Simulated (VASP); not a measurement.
# Rh (Fm-3m) in VASP: single point with PBEsol

Aim: the single point of Rh with PBEsol.

All numbers are computed with VASP 6.6.1; they aren't measurements. Logs are shortened: lines on timing, memory, paths and dates and some standing lists are left out, and cuts for length are marked.

## 1. The cell of the first run

The structure is cubic, space group Fm-3m (No. 225). The conventional cell has a = 3.782 Å, b = 3.782 Å, c = 3.782 Å, α = 90.00°, β = 90.00°, γ = 90.00°. Rh (site symmetry m-3m) has 12 Rh at 2.67 Å within 3.5 Å.

## 2. Single point, PBEsol

The input, INCAR:

```
SYSTEM = Rh
  ALGO = Normal
  EDIFF = 1E-6
  ENCUT = 500
  GGA = PS
  GGA_COMPAT = .FALSE.
  ISIF = 2
  ISMEAR = -1
  LASPH = .TRUE.
  LCHARG = .FALSE.
  LREAL = .FALSE.
  LWAVE = .FALSE.
  NBANDS = 14
  NELM = 120
  PREC = Accurate
  SIGMA = 0.1
```

The input, KPOINTS:

```
k-points
0
G
  14 14 14
  0 0 0
```

The input, POSCAR:

```
Rh
1.0
    1.8908330807      1.8908330807      0.0000000000
   -1.8908330807      1.8908330807      0.0000000000
    0.0000000000      1.8908330807      1.8908330807
Rh
1
Direct
    0.0000000000      0.0000000000      0.0000000000
```

Potentials or basis: VASP PAW PBE potentials, release 64 (Rh_pv).

Launch:

```console
> cat potpaw_PBE.64/Rh_pv/POTCAR > POTCAR
> mpirun -np 1 vasp_std > vasp.out
```

OUTCAR:

```text
SYSTEM = Rh
   EDIFF = 1E-6
   ENCUT = 500
   GGA = PS
   ISIF = 2
   ISMEAR = -1
   LASPH = .TRUE.
   LREAL = .FALSE.
   NELM = 120
   PREC = Accurate

 ion  position               nearest neighbor table
   1  0.000  0.000  0.000-

  LATTYP: Found a face centered cubic cell.
 ALAT       =     3.7816661614

  Lattice vectors:

 A1 = (   0.0000000000,   1.8908330807,   1.8908330807)
 A2 = (   1.8908330807,   0.0000000000,   1.8908330807)
 A3 = (   1.8908330807,   1.8908330807,   0.0000000000)

Analysis of symmetry for initial positions (statically):
=====================================================================
 Subroutine PRICEL returns:
 Original cell was already a primitive cell.

 Routine SETGRP: Setting up the symmetry group for a
 face centered cubic supercell.

 Subroutine GETGRP returns: Found 48 space group operations
 (whereof 48 operations were pure point group operations)
 out of a pool of 48 trial point group operations.

The static configuration has the point symmetry O_h .

Analysis of symmetry for dynamics (positions and initial velocities):
=====================================================================
 Subroutine PRICEL returns:
 Original cell was already a primitive cell.

 Routine SETGRP: Setting up the symmetry group for a
 face centered cubic supercell.

 Subroutine GETGRP returns: Found 48 space group operations
 (whereof 48 operations were pure point group operations)
 out of a pool of 48 trial point group operations.

The dynamic configuration has the point symmetry O_h .

 Subroutine INISYM returns: Found 48 space group operations
 (whereof 48 operations are pure point group operations),
 and found     1 'primitive' translations

----------------------------------------------------------------------------------------

                                     Primitive cell

  volume of cell :      13.5204

  direct lattice vectors                    reciprocal lattice vectors
     1.890833081  1.890833081  0.000000000     0.264433707  0.264433707 -0.264433707
    -1.890833081  1.890833081  0.000000000    -0.264433707  0.264433707 -0.264433707
     0.000000000  1.890833081  1.890833081     0.000000000  0.000000000  0.528867413

  length of vectors
     2.674041787  2.674041787  2.674041787     0.458012615  0.458012615  0.528867413

  position of ions in fractional coordinates (direct lattice)
     0.000000000  0.000000000  0.000000000

  ion indices of the primitive-cell ions
   primitive index   ion index
                 1           1

----------------------------------------------------------------------------------------

 KPOINTS: k-points

Automatic generation of k-mesh.
 Grid dimensions read from file:
 generate k-points for:   14   14   14

 Generating k-lattice:

  Cartesian coordinates                     Fractional coordinates (reciprocal lattice)
     0.018888122  0.018888122 -0.018888122     0.071428571  0.000000000  0.000000000
    -0.018888122  0.018888122 -0.018888122     0.000000000  0.071428571  0.000000000
     0.000000000  0.000000000  0.037776244     0.000000000  0.000000000  0.071428571

  Length of vectors
     0.032715187  0.032715187  0.037776244

  Shift w.r.t. Gamma in fractional coordinates (k-lattice)
     0.000000000  0.000000000  0.000000000

 Subroutine IBZKPT returns following result:
 ===========================================

 Found    104 irreducible k-points:

 Following reciprocal coordinates:
            Coordinates               Weight
  0.000000  0.000000  0.000000      1.000000
  0.071429  0.000000  0.000000      8.000000
  0.142857  0.000000  0.000000      8.000000
  0.214286  0.000000  0.000000      8.000000
  0.285714  0.000000  0.000000      8.000000
  0.357143  0.000000  0.000000      8.000000
[... 16 lines left out ...]
  0.214286  0.142857  0.000000     24.000000
  0.285714  0.142857  0.000000     24.000000
 [... further k-points ...]
   k-points           NKPTS =    104   k-points in BZ     NKDIM =    104   number of bands    NBANDS=     14
   number of dos      NEDOS =    301   number of ions     NIONS =      1
   total plane-waves  NPLWV =   8000
   dimension x,y,z NGX =    20 NGY =   20 NGZ =   20
   dimension x,y,z NGXF=    40 NGYF=   40 NGZF=   40
   ions per type =               1
   NGX,Y,Z   is equivalent  to a cutoff of  12.43, 12.43, 12.43 a.u.
   NGXF,Y,Z  is equivalent  to a cutoff of  24.87, 24.87, 24.87 a.u.
 SYSTEM =  Rh
   PREC   = accura    normal or accurate (medium, high low for compatibility)
   ISTART =      0    job   : 0-new  1-cont  2-samecut
   ICHARG =      2    charge: 1-file 2-atom 10-const
   ISPIN  =      1    spin polarized calculation?
   LNONCOLLINEAR =      F non collinear calculations
   LSORBIT =      F    spin-orbit coupling
   LASPH  =      T    aspherical Exc in radial PAW
   ENCUT  =  500.0 eV  36.75 Ry    6.06 a.u.   4.88  4.88  4.88*2*pi/ulx,y,z
   NELM   =    120;   NELMIN=  2; NELMDL= -5     # of ELM steps
   EDIFF  = 0.1E-05   stopping-criterion for ELM
   LREAL  =      F    real-space projection
   EDIFFG = 0.1E-04   stopping-criterion for IOM
   NSW    =      0    number of steps for IOM
   IBRION =     -1    ionic relax: 0-MD 1-quasi-New 2-CG
   NFREE  =      0    steps in history (QN), initial steepest desc. (CG)
   ISIF   =      2    stress and relaxation
   ISYM   =      2    0-nonsym 1-usesym 2-fastsym
   POTIM  = 0.5000    time-step for ionic-motion
   TEBEG  =    0.0;   TEEND  =   0.0 temperature during run
   PSTRESS=    0.0 pullay stress
   NELECT =      15.0000    total number of electrons
   NUPDOWN=      -1.0000    fix difference up-down
   EMIN   =  10.00;   EMAX   =-10.00  energy-range for DOS
   EFERMI =   0.00;   METHOD = LEGACY
   ISMEAR =    -1;   SIGMA  =   0.10  broadening in eV -4-tet -1-fermi 0-gaus
   EFERMI_NEDOS =   21; number of points for ismear=-14 and -15
   IALGO  =     38    algorithm
   IMIX   =      4    mixing-type and parameters
     AMIX     =   0.40;   BMIX     =  1.00
     AMIX_MAG =   1.60;   BMIX_MAG =  1.00
  volume/ion in A,a.u.               =      13.52        91.24
  Fermi-wavevector in a.u.,A,eV,Ry     =   1.694762  3.202636 39.078903  2.872218
  Thomas-Fermi vector in A             =   2.775928
   LORBIT       =      0    0 simple, 1 ext, 2 COOP (PROOUT), +10 PAW based schemes
   GGA     = PS    functional components
   LHFCALC =     F    Hartree Fock is set to
   AEXX    =    0.0000 exact exchange contribution
   IVDW    =     0    specifies the selected vdW correction
   LEPSILON=     F    determine dielectric tensor
   LRPA    =     F    only Hartree local field effects (RPA)
 non-spin polarized calculation
  energy-cutoff  :      500.00
  volume of cell :       13.52
 maximum number of plane-waves:       351
   NGX =  9   NGY =  9   NGZ =  9

 number of electron      15.0000007 magnetization

 Free energy of the ion-electron system (eV)
  ---------------------------------------------------
  ext. energy  EPLUGINS =         0.00000000
  ---------------------------------------------------
  free energy    TOTEN  =        -8.15741339 eV

  energy without entropy =       -8.11590279  energy(sigma->0) =       -8.13665809

 E-fermi :  12.0602     XC(G=0): -14.3253

 val. band max:       12.0455140763   @ k =  -0.3571   0.0714   0.0000
 cond. band min:      12.0664320288   @ k =  -0.3571   0.2857   0.0714
 fundamental gap:      0.0209179525
 Fermi energy:        12.0602208740

 k-point     1 :       0.0000    0.0000    0.0000
  band No.  band energies     occupation
      1     -34.2886      2.00000
      2     -34.2886      2.00000
      3     -34.2886      2.00000
      4       3.8860      2.00000
      5       8.8941      2.00000
      6       8.8941      2.00000
      7       8.8941      2.00000
      8      11.0632      1.99991
      9      11.0632      1.99991
     10      27.9850      0.00000
     11      32.4023      0.00000
     12      33.5308      0.00000
     13      33.5308      0.00000
     14      33.5308      0.00000

 k-point     2 :       0.0714    0.0000    0.0000
  band No.  band energies     occupation
      1     -34.3287      2.00000
      2     -34.2940      2.00000
      3     -34.2940      2.00000
      4       4.0944      2.00000
      5       8.8010      2.00000
      6       8.9756      2.00000
      7       8.9756      2.00000
      8      11.0175      1.99994
      9      11.0175      1.99994
     10      28.2913      0.00000
     11      32.3731      0.00000
     12      32.4786      0.00000
     13      33.8402      0.00000
     14      33.8402      0.00000

 k-point     3 :       0.1429    0.0000    0.0000
  band No.  band energies     occupation
      1     -34.4402      2.00000
      2     -34.3090      2.00000
      3     -34.3090      2.00000
      4       4.6707      2.00000
      5       8.6014      2.00000
      6       9.1648      2.00000
      7       9.1648      2.00000
      8      10.9480      1.99997
      9      10.9480      1.99997
     10      29.0385      0.00000
     11      30.4495      0.00000
     12      32.4053      0.00000
     13      34.7189      0.00000
     14      34.7189      0.00000
[... 324 lines left out ...]
 k-point    23 :       0.2143    0.1429    0.0000
  band No.  band energies     occupation
      1     -34.7296      2.00000
      2     -34.4541      2.00000
      3     -34.3427      2.00000
      4       6.4612      2.00000
      5       8.1421      2.00000
      6       9.1308      2.00000
      7       9.7538      2.00000
      8      10.4628      2.00000
      9      12.6380      0.00617
     10      27.2433      0.00000
     11      29.5267      0.00000
     12      32.3981      0.00000
     13      33.2646      0.00000
     14      34.7445      0.00000

 k-point    24 :       0.2857    0.1429    0.0000
  band No.  band energies     occupation
      1     -34.8594      2.00000
      2     -34.4889      2.00000
      3     -34.3697      2.00000
      4       6.5951      2.00000
      5       8.6517      2.00000
      6       9.0366      2.00000
      7       9.5410      2.00000
      8      11.1177      1.99984
      9      13.6608      0.00000
     10      24.9706      0.00000
     11      28.9011      0.00000
     12      31.8769      0.00000
     13      32.4176      0.00000
     14      36.6397      0.00000

 [... further k-points ...]
[... 5 lines left out ...]
  --------------------------------------------------------------------------------------
  -------------------------------------------------------------------------------------
  Total       -0.0025073     -0.0025073     -0.0025073      0.0000000      0.0000000     -0.0000000
  in kB       -0.2971117     -0.2971117     -0.2971117      0.0000000      0.0000000     -0.0000000
  external PRESSURE =      -0.2971117 kB  Pullay stress =       0.0000000 kB

 VOLUME and BASIS-vectors are now :
 -----------------------------------------------------------------------------
  energy-cutoff  :      500.00
  volume of cell :       13.52
      direct lattice vectors                 reciprocal lattice vectors
     1.890833081  1.890833081  0.000000000     0.264433707  0.264433707 -0.264433707
    -1.890833081  1.890833081  0.000000000    -0.264433707  0.264433707 -0.264433707
     0.000000000  1.890833081  1.890833081     0.000000000  0.000000000  0.528867413

 POSITION                                       TOTAL-FORCE (eV/Angst)
 -----------------------------------------------------------------------------------
      0.00000      0.00000      0.00000         0.000000      0.000000      0.000000
 -----------------------------------------------------------------------------------
    total drift:                               -0.000000      0.000000     -0.000000

  FREE ENERGIE OF THE ION-ELECTRON SYSTEM (eV)
  ---------------------------------------------------
  free  energy   TOTEN  =        -8.1574133875 eV

  energy  without entropy=       -8.1159027907  energy(sigma->0) =       -8.13665809
```

Wall time 23 s (1 thread of Intel Xeon 8259CL, shared host); peak memory 0.13 GiB.

What came out:

- Free energy: -8.1574 eV
- Pressure: 0.0 GPa

Caveat: the PAW data sets were made with another functional, which shifts forces and pressure a little.
